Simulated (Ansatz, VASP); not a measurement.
BaTiO3: VASP beside Ansatz

```
CELL_PARAMETERS angstrom
4.03795 0.00000 0.00000
0.00000 2.87423 2.88259
0.00000 -2.87423 2.88259
ATOMIC_POSITIONS crystal
Ba 0.00000 0.00000 0.00000
Ti 0.50000 0.51240 0.51240
O 0.50000 0.99184 0.50524
O 0.50000 0.50524 0.99184
O 0.00000 0.48740 0.48740
```

Change from the starting cell: volume scaled by 1.04.

Alike in both runs: task single point; functional LDA; k mesh 7 × 7 × 7; occupations fermi-dirac, width 0.05 eV; no spin polarisation.

|  | VASP | Ansatz |
| --- | --- | --- |
| version | VASP 6.6.1 | Ansatz 0.2.0 |
| potentials or method | VASP PAW LDA potentials, release 64 (Ba_sv, Ti_sv, O), cutoff 520 eV | all-electron LAPW, scalar-relativistic |

|  | VASP | Ansatz | Ansatz less VASP |
| --- | --- | --- | --- |
| gap on the k mesh at the Fermi level (eV) | 1.75 | 1.81 | +0.056 |
| least direct gap on the mesh (eV) | 1.92 | 1.94 | +0.022 |
| pressure (GPa) | -12.4 | -14.1 | -1.70 |
| traceless stress, the component that is largest in VASP (GPa) | -0.33 | -0.33 | -0.004 |
| rms of the force components (eV/Å) | 0.201 | 0.213 | +0.0124 |

LDA's correlation is that of Perdew and Zunger in VASP and of Perdew and Wang (1992) in Ansatz. Atom by atom the forces differ by 0.016 eV/Å (rms over components). Ansatz ran all-electron here, and VASP with PAW potentials.

Neither program's run includes spin-orbit coupling.
